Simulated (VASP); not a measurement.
Write the native input for VASP 6.6.1 that does the following.

```
Task                   : single point
Functional             : PBE
Potentials or basis    : VASP PAW PBE potentials, release 64 (Cu)
Cutoff                 : 520 eV
k mesh                 : 22 × 22 × 22
Occupations            : gaussian, width 0.15 eV
Spin                   : no spin polarisation
Dipole correction      : no
Further INCAR settings : ALGO = Normal; EDIFF = 1e-06; NBANDS = 12
```

The structure of Cu lies in POSCAR:

```
Cu
1.0
   -1.3996000000      1.3996000000      1.4511000000
    1.3996000000     -1.3996000000      1.4511000000
    1.3996000000      1.3996000000     -1.4511000000
Cu
1
Direct
    0.0000000000      0.0000000000      0.0000000000
```

The input as run:

INCAR

```
SYSTEM = Cu
ALGO = Normal
EDIFF = 1E-6
ENCUT = 520
GGA = PE
ISIF = 2
ISMEAR = 0
LASPH = .TRUE.
LCHARG = .FALSE.
LREAL = .FALSE.
LWAVE = .FALSE.
NBANDS = 12
NELM = 100
PREC = Accurate
SIGMA = 0.15
```

KPOINTS

```
k-points
0
G
  22 22 22
  0 0 0
```

Potentials or basis: VASP PAW PBE potentials, release 64 (Cu).

Run with:

```bash
$ cat potpaw_PBE.64/Cu/POTCAR > POTCAR
$ mpirun -np 1 vasp_std > vasp.out
```

Results of the run:

```json
{"Pressure": "9.2 GPa", "Band gap on the k mesh": "zero (an odd number of electrons rules out a gap without spin polarisation)"}
```

Caveat: the cell stands under pressure.

Wall time 2.1 min on 1 thread of Intel Xeon 8259CL, on a shared host, peak memory 0.22 GiB.
